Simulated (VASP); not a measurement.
# SbSe4 (Cmmm) in VASP: a series of runs, part 2 of 2

VASP 6.6.1.

### Step 3. Single point, PBE

This run uses another cell than the first one, of 33.65 Å³/atom.

Contents of INCAR:

```
SYSTEM = SbSe4
PREC     = Accurate       ! precision mode
ENCUT    = 520            ! plane-wave cutoff, eV
EDIFF    = 1E-6           ! SCF threshold, eV
ISMEAR   = 0              ! smearing method
SIGMA    = 0.1            ! smearing width, eV
LREAL    = .False.        ! projectors in reciprocal space
LASPH    = .True.         ! aspherical terms in the spheres
NELM     = 80             ! most SCF steps
ALGO     = Normal         ! electronic algorithm
ISIF     = 2              ! what is computed and relaxed
LWAVE    = .False.        ! write WAVECAR
LCHARG   = .False.        ! write CHGCAR
GGA      = PE             ! functional
NBANDS   = 22             ! bands
```

Contents of KPOINTS:

```
regular mesh
0
Gamma
  4 4 4
  0 0 0
```

Contents of POSCAR:

```
SbSe4
1.0
    3.5417504700     -3.8590668000      0.0000000000
    3.5417504700      3.8590668000      0.0000000000
    0.0000000000      0.0000000000      6.1542897000
Sb Se
1 4
Direct
    0.5000000000      0.5000000000      0.0000000000
    0.7121062900      0.7121062900      0.3028255100
    0.2878937100      0.2878937100      0.3028255100
    0.2878937100      0.2878937100      0.6971744900
    0.7121062900      0.7121062900      0.6971744900
```

Potentials or basis: VASP PAW PBE potentials, release 64 (Sb, Se).

Started as:

```
cat potpaw_PBE.64/Sb/POTCAR potpaw_PBE.64/Se/POTCAR > POTCAR
mpirun -np 1 vasp_std > vasp.out
```

OUTCAR:

```text
SYSTEM = SbSe4
   PREC = Accurate
   ENCUT = 520
   EDIFF = 1E-6
   ISMEAR = 0
   LREAL = .False.
   LASPH = .True.
   NELM = 80
   ISIF = 2
   GGA = PE

 ion  position               nearest neighbor table
   1  0.500  0.500  0.000-   2 2.39   3 2.39   4 2.39   5 2.39
   2  0.712  0.712  0.303-   1 2.39   5 2.43
   3  0.288  0.288  0.303-   1 2.39   4 2.43
   4  0.288  0.288  0.697-   1 2.39   3 2.43
   5  0.712  0.712  0.697-   1 2.39   2 2.43

  LATTYP: Found a base centered orthorhombic cell.
 ALAT       =     7.0835009400
 B/A-ratio  =     1.0895930791
 C/A-ratio  =     0.8688203407

  Lattice vectors:

 A1 = (   3.5417504700,  -3.8590668000,   0.0000000000)
 A2 = (   3.5417504700,   3.8590668000,   0.0000000000)
 A3 = (   0.0000000000,   0.0000000000,   6.1542897000)

Analysis of symmetry for initial positions (statically):
=====================================================================
 Subroutine PRICEL returns:
 Original cell was already a primitive cell.

 Routine SETGRP: Setting up the symmetry group for a
 base centered orthorhombic supercell.

 Subroutine GETGRP returns: Found  8 space group operations
 (whereof  8 operations were pure point group operations)
 out of a pool of  8 trial point group operations.

The static configuration has the point symmetry D_2h.

Analysis of symmetry for dynamics (positions and initial velocities):
=====================================================================
 Subroutine PRICEL returns:
 Original cell was already a primitive cell.

 Routine SETGRP: Setting up the symmetry group for a
 base centered orthorhombic supercell.

 Subroutine GETGRP returns: Found  8 space group operations
 (whereof  8 operations were pure point group operations)
 out of a pool of  8 trial point group operations.

The dynamic configuration has the point symmetry D_2h.

 Subroutine INISYM returns: Found  8 space group operations
 (whereof  8 operations are pure point group operations),
 and found     1 'primitive' translations

----------------------------------------------------------------------------------------

                                     Primitive cell

  volume of cell :     168.2318

  direct lattice vectors                    reciprocal lattice vectors
     3.541750470 -3.859066800  0.000000000     0.141173130 -0.129565003  0.000000000
     3.541750470  3.859066800  0.000000000     0.141173130  0.129565003  0.000000000
     0.000000000  0.000000000  6.154289700     0.000000000  0.000000000  0.162488288

  length of vectors
     5.237976036  5.237976036  6.154289700     0.191616655  0.191616655  0.162488288

  position of ions in fractional coordinates (direct lattice)
     0.500000000  0.500000000  0.000000000
     0.712106290  0.712106290  0.302825510
     0.287893710  0.287893710  0.302825510
     0.287893710  0.287893710  0.697174490
     0.712106290  0.712106290  0.697174490

  ion indices of the primitive-cell ions
   primitive index   ion index
                 1           1
                 2           2
                 3           3
                 4           4
                 5           5

[... 23 lines left out ...]

 Found     21 irreducible k-points:

 Following reciprocal coordinates:
            Coordinates               Weight
  0.000000  0.000000  0.000000      1.000000
  0.250000 -0.000000  0.000000      4.000000
  0.500000 -0.000000  0.000000      2.000000
  0.250000  0.250000  0.000000      2.000000
  0.500000  0.250000  0.000000      4.000000
 -0.250000  0.250000  0.000000      2.000000
[... 13 lines left out ...]
 -0.250000  0.250000  0.500000      2.000000
  0.500000  0.500000  0.500000      1.000000
   k-points           NKPTS =     21   k-points in BZ     NKDIM =     21   number of bands    NBANDS=     22
   number of dos      NEDOS =    301   number of ions     NIONS =      5
   total plane-waves  NPLWV =  76800
   dimension x,y,z NGX =    40 NGY =   40 NGZ =   48
   dimension x,y,z NGXF=    80 NGYF=   80 NGZF=   96
   ions per type =               1   4
   NGX,Y,Z   is equivalent  to a cutoff of  12.70, 12.70, 12.97 a.u.
   NGXF,Y,Z  is equivalent  to a cutoff of  25.39, 25.39, 25.93 a.u.
 SYSTEM =  SbSe4
   PREC   = accura    normal or accurate (medium, high low for compatibility)
   ISTART =      0    job   : 0-new  1-cont  2-samecut
   ICHARG =      2    charge: 1-file 2-atom 10-const
   ISPIN  =      1    spin polarized calculation?
   LNONCOLLINEAR =      F non collinear calculations
   LSORBIT =      F    spin-orbit coupling
   LASPH  =      T    aspherical Exc in radial PAW
   ENCUT  =  520.0 eV  38.22 Ry    6.18 a.u.   9.74  9.74 11.44*2*pi/ulx,y,z
   NELM   =     80;   NELMIN=  2; NELMDL= -5     # of ELM steps
   EDIFF  = 0.1E-05   stopping-criterion for ELM
   LREAL  =      F    real-space projection
   EDIFFG = 0.1E-04   stopping-criterion for IOM
   NSW    =      0    number of steps for IOM
   IBRION =     -1    ionic relax: 0-MD 1-quasi-New 2-CG
   NFREE  =      0    steps in history (QN), initial steepest desc. (CG)
   ISIF   =      2    stress and relaxation
   ISYM   =      2    0-nonsym 1-usesym 2-fastsym
   POTIM  = 0.5000    time-step for ionic-motion
   TEBEG  =    0.0;   TEEND  =   0.0 temperature during run
   PSTRESS=    0.0 pullay stress
   NELECT =      29.0000    total number of electrons
   NUPDOWN=      -1.0000    fix difference up-down
   EMIN   =  10.00;   EMAX   =-10.00  energy-range for DOS
   EFERMI =   0.00;   METHOD = LEGACY
   ISMEAR =     0;   SIGMA  =   0.10  broadening in eV -4-tet -1-fermi 0-gaus
   EFERMI_NEDOS =   21; number of points for ismear=-14 and -15
   IALGO  =     38    algorithm
   IMIX   =      4    mixing-type and parameters
     AMIX     =   0.40;   BMIX     =  1.00
     AMIX_MAG =   1.60;   BMIX_MAG =  1.00
  volume/ion in A,a.u.               =      33.65       227.06
  Fermi-wavevector in a.u.,A,eV,Ry     =   0.911111  1.721751 11.294520  0.830124
  Thomas-Fermi vector in A             =   2.035352
   LORBIT       =      0    0 simple, 1 ext, 2 COOP (PROOUT), +10 PAW based schemes
   GGA     = PE    functional components
   LHFCALC =     F    Hartree Fock is set to
   AEXX    =    0.0000 exact exchange contribution
   IVDW    =     0    specifies the selected vdW correction
   LEPSILON=     F    determine dielectric tensor
   LRPA    =     F    only Hartree local field effects (RPA)
 non-spin polarized calculation
 Gauss-broadening in eV      SIGMA  =   0.10
  energy-cutoff  :      520.00
  volume of cell :      168.23
 maximum number of plane-waves:      4564
 NGX is ok and might be reduce to    40
   NGX = 19   NGY = 19   NGZ = 23

 number of electron      29.0000005 magnetization

 Free energy of the ion-electron system (eV)
  ---------------------------------------------------
  ext. energy  EPLUGINS =         0.00000000
  ---------------------------------------------------
  free energy    TOTEN  =       -14.30885578 eV

  energy without entropy =      -14.29592698  energy(sigma->0) =      -14.30239138

 E-fermi :   1.8760     XC(G=0):  -7.8564

 val. band max:        1.7993459810   @ k =  -0.2500   0.2500   0.2500
 cond. band min:       1.9074028154   @ k =   0.5000   0.2500   0.2500
 fundamental gap:      0.1080568344
 Fermi energy:         1.8760205774

 k-point     1 :       0.0000    0.0000    0.0000
  band No.  band energies     occupation
      1     -13.3806      2.00000
      2     -11.6463      2.00000
      3     -10.8651      2.00000
      4      -9.0812      2.00000
      5      -7.9880      2.00000
      6      -4.0761      2.00000
[... 514 lines left out ...]
     21       8.6138      0.00000
     22       8.8973      0.00000

------------------------ aborting loop because EDIFF is reached ----------------------------------------

  FORCE on cell =-STRESS in cart. coord.  units (eV):
  Direction    XX          YY          ZZ          XY          YZ          ZX
  --------------------------------------------------------------------------------------
  -------------------------------------------------------------------------------------
  Total       16.9847982      0.0723142     19.3477939     -0.0000000      0.0000000      0.0000000
  in kB      161.7568890      0.6886934    184.2611796     -0.0000000      0.0000000      0.0000000
  external PRESSURE =     115.5689207 kB  Pullay stress =       0.0000000 kB

 VOLUME and BASIS-vectors are now :
 -----------------------------------------------------------------------------
  energy-cutoff  :      520.00
  volume of cell :      168.23
      direct lattice vectors                 reciprocal lattice vectors
     3.541750470 -3.859066800  0.000000000     0.141173130 -0.129565003  0.000000000
     3.541750470  3.859066800  0.000000000     0.141173130  0.129565003  0.000000000
     0.000000000  0.000000000  6.154289700     0.000000000  0.000000000  0.162488288

 POSITION                                       TOTAL-FORCE (eV/Angst)
 -----------------------------------------------------------------------------------
      3.54175      0.00000      0.00000        -0.000000     -0.000000     -0.000000
      5.04421      0.00000      1.86368         2.724236      0.000000      2.115156
      2.03930      0.00000      1.86368        -2.724236      0.000000      2.115156
      2.03930      0.00000      4.29061        -2.724236      0.000000     -2.115156
      5.04421      0.00000      4.29061         2.724236      0.000000     -2.115156
 -----------------------------------------------------------------------------------
    total drift:                               -0.000000     -0.000000      0.000000

  FREE ENERGIE OF THE ION-ELECTRON SYSTEM (eV)
  ---------------------------------------------------
  free  energy   TOTEN  =       -14.3088557765 eV

  energy  without entropy=      -14.2959269795  energy(sigma->0) =      -14.30239138
```

It took 42 s on 1 thread of Intel Xeon 6975P-C (Granite Rapids), shared host; peak memory 0.27 GiB.

What came out:

```yaml
Free_energy: -14.3089 eV
Pressure: 11.6 GPa
Largest_force: 3.449 eV/Å
Band_gap_on_the_k_mesh: zero (an odd number of electrons rules out a gap without spin polarisation)
```

Forces in eV/Å, atoms in the order of the input:
```
Sb   0.000  0.000  0.000
Se   2.724  0.000  2.115
Se  -2.724  0.000  2.115
Se  -2.724  0.000 -2.115
Se   2.724  0.000 -2.115
```

Stress tensor (GPa, compression positive):
```
16.18  0.00  0.00
 0.00  0.07  0.00
 0.00  0.00 18.43
```

Caveat: the stress differs along the axes, from 0 to 18 GPa; spin-orbit coupling is left out, which moves the levels of the heavy elements; this functional lacks dispersion, which binds layers or chains, so the pressure and a relaxed spacing across them are unreliable; forces of over 1 eV/Å act on the atoms, so gaps and moduli don't describe the material at rest.

### Step 4. Relaxation of cell and atoms, PBE

This run uses another cell than the first one, of 33.65 Å³/atom.

Contents of INCAR:

```
SYSTEM = SbSe4
PREC     = Accurate       ! precision mode
ENCUT    = 600            ! plane-wave cutoff, eV
EDIFF    = 1E-7           ! SCF threshold, eV
ISMEAR   = 0              ! smearing method
SIGMA    = 0.1            ! smearing width, eV
LREAL    = .FALSE.        ! projectors in reciprocal space
LASPH    = .TRUE.         ! aspherical terms in the spheres
NELM     = 80             ! most SCF steps
ALGO     = Normal         ! electronic algorithm
ISIF     = 3              ! what is computed and relaxed
LWAVE    = .FALSE.        ! write WAVECAR
LCHARG   = .FALSE.        ! write CHGCAR
GGA      = PE             ! functional
IBRION   = 2              ! ionic algorithm
NSW      = 90             ! ionic steps
EDIFFG   = -0.04          ! ionic threshold
```

Contents of KPOINTS:

```
regular mesh
0
G
  4 4 4
  0 0 0
```

POSCAR is that of step 3.

Started as:

```
cat potpaw_PBE.64/Sb/POTCAR potpaw_PBE.64/Se/POTCAR > POTCAR
mpirun -np 1 vasp_std > vasp.out
```

Wall time 31 min (1 thread of Intel Xeon 6975P-C (Granite Rapids), shared host); peak memory 0.34 GiB.

Results (log left out):

| Property | Result |
| --- | --- |
| Free energy | -17.1544 eV |
| Relaxed volume | 30.99 Å³/atom |
| Relaxed cell | a = 5.315 Å, b = 5.315 Å, c = 5.584 Å, α = 90.00°, β = 90.00°, γ = 79.13° |
| Space group after relaxing (to 0.1 Å) | Cmmm (No. 65) |
| Energy gained by relaxing | 569.0 meV/atom |
| Ionic steps | 54 |
| Pressure after relaxing | -0.1 GPa |
| Largest force after relaxing | 0.025 eV/Å |
| Band gap on the k mesh | zero (an odd number of electrons rules out a gap without spin polarisation) |

Forces in eV/Å, atoms in the order of the input:
```
Sb   0.000  0.000  0.000
Se  -0.025  0.000 -0.003
Se   0.025  0.000 -0.003
Se   0.025  0.000  0.003
Se  -0.025  0.000  0.003
```

Stress tensor (GPa, compression positive):
```
 0.01  0.00  0.00
 0.00 -0.15  0.00
 0.00  0.00 -0.01
```

Step by step:
```
step  energy change (eV)  largest force (eV/Å)  pressure (GPa)  volume (Å³)
   1              0.0000                3.4486           11.56       168.23
   3             -1.7312                1.0654           -1.66       197.69
   5             -1.7374                1.1164           -1.06       195.15
   7             -2.1439                0.6270            1.27       192.49
   9             -2.2937                0.7208           -0.68       202.07
  11             -2.4686                0.4286           -2.34       194.77
  13             -2.6177                0.3229           -1.46       185.80
  15             -2.7142                0.0971            0.38       171.91
  17             -2.7206                0.0546            0.14       172.93
  19             -2.7225                0.0483           -0.06       173.85
  21             -2.7287                0.0802            0.41       174.22
  23             -2.7346                0.0738            0.26       176.25
  25             -2.7353                0.0779            0.20       177.23
  27             -2.7384                0.0898           -0.20       178.16
  29             -2.7440                0.1096           -0.08       177.45
  31             -2.7455                0.1374            0.04       176.81
  33             -2.7524                0.1982            0.13       176.48
  35             -2.7570                0.1407           -0.24       176.78
  37             -2.7576                0.1134           -0.42       176.93
  39             -2.7699                0.1024           -0.42       174.25
  41             -2.8133                0.1125           -0.17       162.27
  43             -2.8086                0.1498            0.11       160.93
  45             -2.8096                0.1482            0.22       158.48
  47             -2.8212                0.1125           -0.05       155.88
  49             -2.8377                0.2590            0.54       154.44
  51             -2.8443                0.0517            0.04       154.96
  53             -2.8446                0.0408            0.01       154.97
  54             -2.8451                0.0252           -0.05       154.94
```

Final structure:
```
CELL_PARAMETERS angstrom
4.09747 -3.38569 0.00000
4.09747 3.38569 0.00000
0.00000 0.00000 5.58450
ATOMIC_POSITIONS crystal
Sb 0.50000 0.50000 0.00000
Se 0.78205 0.78205 0.29427
Se 0.21795 0.21795 0.29427
Se 0.21795 0.21795 0.70573
Se 0.78205 0.78205 0.70573
```

Levels at points of the mesh, in eV from the Fermi level:
```csv
k point,band 13,band 14,band 15,band 16,band 17,band 18
"(0.00, 0.00, 0.00)",-1.07,-0.62,-0.12,1.45,2.28,2.71
"(0.50, 0.00, 0.00)",-1.10,-0.26,-0.13,0.25,2.17,3.61
"(0.50, 0.50, 0.00)",-0.75,0.15,0.39,1.69,3.04,3.09
"(0.00, 0.00, 0.50)",-0.88,-0.80,-0.50,0.82,0.90,0.95
"(0.50, 0.00, 0.50)",-1.80,-1.11,-0.14,0.43,1.42,1.59
"(0.50, 0.50, 0.50)",-0.57,-0.51,0.50,1.21,1.29,1.36
```

Caveat: spin-orbit coupling is left out, which moves the levels of the heavy elements.

### Step 5. Single point, PBE

This run uses another cell than the first one, of 31.49 Å³/atom.

Contents of INCAR:

```
PREC = Accurate ; ENCUT = 520
EDIFF = 1E-6 ; ISMEAR = 0
SIGMA = 0.1 ; LREAL = F
LASPH = T ; NELM = 80
ALGO = Normal ; ISIF = 2
LWAVE = F ; LCHARG = T
GGA = PE ; LELF = T
LVHAR = T ; NBANDS = 22
```

Contents of KPOINTS:

```
regular mesh
0
Gamma
  8 8 8
```

Contents of POSCAR:

```
SbSe4
1.0
    3.4024532157     -4.1620421788      0.0000000000
    3.4024532157      4.1620421788      0.0000000000
    0.0000000000      0.0000000000      5.5594864972
Sb Se
1 4
Direct
    0.5000000000      0.5000000000      0.0000000000
    0.2218426230      0.7781573770      0.2943183803
    0.7781573770      0.2218426230      0.2943183803
    0.7781573770      0.2218426230      0.7056816197
    0.2218426230      0.7781573770      0.7056816197
```

Started as:

```
cat potpaw_PBE.64/Sb/POTCAR potpaw_PBE.64/Se/POTCAR > POTCAR
mpirun -np 1 vasp_std > vasp.out
```

It took 3.5 min on 1 thread of Intel Xeon 6975P-C (Granite Rapids), shared host; peak memory 0.45 GiB.

Results (log left out):

```yaml
Free_energy: -17.1306 eV
Pressure: 0.0 GPa
Largest_force: 0.030 eV/Å
Band_gap_on_the_k_mesh: zero (an odd number of electrons rules out a gap without spin polarisation)
```

Forces on the atoms (eV/Å):
```
Sb   0.000  0.000  0.000
Se   0.000 -0.003 -0.030
Se   0.000  0.003 -0.030
Se   0.000  0.003  0.030
Se   0.000 -0.003  0.030
```

Stress tensor (GPa, compression positive):
```
-0.01  0.00  0.00
 0.00 -0.04  0.00
 0.00  0.00  0.10
```

Levels at points of the mesh, in eV from the Fermi level:
| k point | band 12 | band 13 | band 14 | band 15 | band 16 | band 17 | band 18 | band 19 |
| --- | --- | --- | --- | --- | --- | --- | --- | --- |
| (0.00, 0.00, 0.00) | -1.53 | -1.19 | -0.66 | -0.28 | 1.40 | 2.29 | 2.59 | 3.90 |
| (0.50, 0.00, 0.00) | -1.53 | -1.06 | -0.32 | -0.23 | 0.17 | 2.13 | 3.49 | 4.46 |
| (0.50, 0.50, 0.00) | -1.81 | -0.91 | 0.08 | 0.23 | 1.58 | 2.92 | 3.06 | 4.36 |
| (0.00, 0.00, 0.50) | -2.32 | -0.89 | -0.86 | -0.58 | 0.79 | 0.85 | 0.86 | 1.03 |
| (0.50, 0.00, 0.50) | -2.61 | -1.87 | -1.18 | -0.16 | 0.30 | 1.32 | 1.46 | 2.21 |
| (0.50, 0.50, 0.50) | -1.84 | -0.67 | -0.58 | 0.39 | 1.09 | 1.26 | 1.28 | 1.72 |

Caveat: spin-orbit coupling is left out, which moves the levels of the heavy elements.

### Step 6. The runs side by side

```csv
task,cell,k mesh,cutoff (eV),gap on the mesh (eV),pressure (GPa),largest force (eV/Å)
single point,"a = 5.310, b = 5.310, c = 5.609 Å, angles 90.0, 90.0, 78.8°, 5 atoms, atomic positions A",4 × 4 × 4,520,none,0.1,0.04
single point,"a = 5.238, b = 5.238, c = 6.154 Å, angles 90.0, 90.0, 94.9°, 5 atoms, atomic positions B",4 × 4 × 4,520,none,11.6,3.45
relaxation of cell and atoms,"relaxed from a = 5.238, b = 5.238, c = 6.154 Å, angles 90.0, 90.0, 94.9°, 5 atoms, atomic positions B",4 × 4 × 4,600,none,-0.1,0.03
single point,"a = 5.376, b = 5.376, c = 5.559 Å, angles 90.0, 90.0, 101.5°, 5 atoms, atomic positions C",8 × 8 × 8,520,none,0.0,0.03
```

Alike in all rows: level PBE; potentials or basis VASP PAW PBE potentials, release 64 (Sb, Se); no spin polarisation; smearing gaussian 0.1 eV.

Caveats: spin-orbit coupling is left out, which moves the levels of the heavy elements; the stress differs along the axes, from 0 to 18 GPa (at least some runs); this functional lacks dispersion, which binds layers or chains, so the pressure and a relaxed spacing across them are unreliable (at least some runs); forces of over 1 eV/Å act on the atoms, so gaps and moduli don't describe the material at rest (at least some runs).

Absolute energies hang on the potentials; compare differences alone.

The gap in the log of VASP goes by the Fermi energy; the results here count the filled bands.